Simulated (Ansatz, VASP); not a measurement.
Given: the input of a run of Ansatz 0.2.0 on Hf.

The input input.yaml:

```yaml
crystal:
  lattice:
    - [4.9290243154, 0.0, 0.0]
    - [-2.4645121577, 4.2686602729, 0.0]
    - [0.0, 0.0, 3.0655186578]
  atoms:
    - { symbol: Hf, position: [0.0, 0.0, 0.0] }
    - { symbol: Hf, position: [0.3333333333, 0.6666666667, 0.5] }
    - { symbol: Hf, position: [0.6666666667, 0.3333333333, 0.5] }
hamiltonian:
  xc: pbe
  pseudopotentials: { kind: paw }
kpoints:
  mp_grid: { grid: [6, 6, 9] }
scf:
  occupations: { method: fermi_dirac, width: 0.05 }
output:
  forces: true
  stress: true
  eigenvalues: true
```

Potentials or basis: Ansatz PAW.

The run is started by

```sh
$ ansatz run input.yaml --threads 2 --pin off --max-ram 5120MiB --backend cpu --events-out ev --progress --plain --runs-dir out
```

Task: Translate it to VASP 6.6.1. Potentials there: VASP PAW PBE potentials, release 64 (Hf_pv).

Result: As run (the cutoff follows the program's own potentials):

The input INCAR:

```
  PREC = Accurate
  ENCUT = 520
  EDIFF = 1E-6
  ISMEAR = -1
  SIGMA = 0.05
  LREAL = False
  LASPH = True
  NELM = 100
  ALGO = Normal
  ISIF = 2
  LWAVE = False
  LCHARG = True
  GGA = PE
  LELF = True
  LVHAR = True
  NBANDS = 22
```

The input KPOINTS:

```
Automatic mesh
0
Gamma
  6 6 9
```

The input POSCAR:

```
Hf
1.0
    4.9290243154      0.0000000000      0.0000000000
   -2.4645121577      4.2686602729      0.0000000000
    0.0000000000      0.0000000000      3.0655186578
Hf
3
Direct
    0.0000000000      0.0000000000      0.0000000000
    0.3333333333      0.6666666667      0.5000000000
    0.6666666667      0.3333333333      0.5000000000
```

Potentials or basis: VASP PAW PBE potentials, release 64 (Hf_pv).

Launch:

```bash
$ cat potpaw_PBE.64/Hf_pv/POTCAR > POTCAR
$ mpirun -np 1 vasp_std > vasp.out
```

Both were run:

|  | VASP | Ansatz | Ansatz less VASP |
| --- | --- | --- | --- |
| gap on the k mesh at the Fermi level (eV) | none | none | - |
| pressure (GPa) | 3.9 | 4.4 | +0.46 |
| traceless stress, the component that is largest in VASP (GPa) | 0.21 | 0.08 | -0.133 |

A gap of «none» marks a metal or a gap that the smearing closes. VASP's potentials hold 30 valence electrons a cell and Ansatz's 78, so a difference there can come from the potentials and not from the codes.

Spin-orbit coupling is off throughout.
